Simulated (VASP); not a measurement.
Crystal: Bi2Se3 (Paraguanajuatite).

```
CELL_PARAMETERS angstrom
2.08522 1.20390 9.60855
-2.08522 1.20390 9.60855
0.00000 -2.40780 9.60855
ATOMIC_POSITIONS crystal
Bi 0.59920 0.59920 0.59920
Bi 0.40080 0.40080 0.40080
Se 0.78830 0.78830 0.78830
Se 0.21170 0.21170 0.21170
Se 0.00000 0.00000 0.00000
```

Base run:

```yaml
Program: VASP 6.6.1
Functional: BLYP
Potentials_or_basis: VASP PAW PBE potentials, release 64 (Bi_d, Se)
Cutoff: 520 eV
k_mesh: 8 × 8 × 8
Occupations: fermi-dirac, width 0.05 eV
Spin: no spin polarisation
```

Its results: band gap on the k mesh 0.27 eV, direct; pressure 5.1 GPa; largest force 0.191 eV/Å.

The run is repeated on the same cell with these changes: functional from BLYP to RPBE. What comes out?

Band gap on the k mesh 0.31 eV, direct; pressure 2.9 GPa; largest force 0.109 eV/Å.

Caveats: the PAW data sets were made with another functional, which shifts forces and pressure a little; spin-orbit coupling is left out, which moves the levels of the heavy elements.

A k mesh can miss the band edges.
